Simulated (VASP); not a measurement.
Crystal: PtSe2 (Sudovikovite).

```xyz
3
Lattice="3.7240 0.0000 0.0000 -1.8620 3.2251 0.0000 0.0000 0.0000 5.0620" Properties=species:S:1:pos:R:3 pbc="T T T"
Pt    0.0000    0.0000    0.0000
Se    0.0000    2.1501    1.2655
Se    1.8620    1.0750    3.7965
```

| Quantity | Value |
| --- | --- |
| Program | VASP 6.6.1 |
| Task | relaxation of cell and atoms |
| Functional | PBE |
| Dispersion | D3(BJ) |
| Potentials or basis | VASP PAW PBE potentials, release 64 (Pt, Se) |
| Cutoff | 600 eV |
| k mesh | 10 × 10 × 7 |
| Occupations | fermi-dirac, width 0.1 eV |
| Spin | no spin polarisation |

At the start: pressure 3.5 GPa; volume 20.27 Å³/atom.

How do energy, volume and symmetry change on relaxing?

Over 15 steps the energy falls by 17.2 meV/atom and the volume is 19.77 Å³/atom (-2.4 %); space group P-3m1 (No. 164, to 0.05 Å).

The path:
```csv
step,energy change (eV),largest force (eV/Å),pressure (GPa),volume (Å³)
1,0.0000,0.6061,3.50,60.80
2,0.0316,0.3942,-5.86,64.77
3,-0.0241,0.1768,-0.58,62.31
4,-0.0296,0.1520,-0.52,61.93
5,-0.0427,0.0742,-0.27,60.79
6,-0.0468,0.1246,0.72,58.51
7,-0.0495,0.0216,0.27,59.50
8,-0.0496,0.0344,0.33,59.37
9,-0.0490,0.1451,-1.25,59.69
10,-0.0508,0.0844,-0.38,59.52
11,-0.0507,0.0604,0.49,58.98
12,-0.0516,0.0131,0.04,59.25
13,-0.0517,0.0113,-0.06,59.32
14,-0.0517,0.0114,-0.04,59.32
15,-0.0517,0.0016,0.00,59.31
```

Final structure:
```cif
data_structure
_symmetry_space_group_name_H-M 'P 1'
_symmetry_Int_Tables_number 1
_cell_length_a 3.7730
_cell_length_b 3.7730
_cell_length_c 4.8111
_cell_angle_alpha 90.000
_cell_angle_beta 90.000
_cell_angle_gamma 120.000
_cell_volume 59.31
loop_
_atom_site_label
_atom_site_type_symbol
_atom_site_fract_x
_atom_site_fract_y
_atom_site_fract_z
_atom_site_occupancy
Pt1 Pt 0.00000 0.00000 0.00000 1
Se1 Se 0.33333 0.66667 0.26598 1
Se2 Se 0.66667 0.33333 0.73402 1
```

Caveat: pairwise dispersion overbinds metals, which lowers pressure and volume.
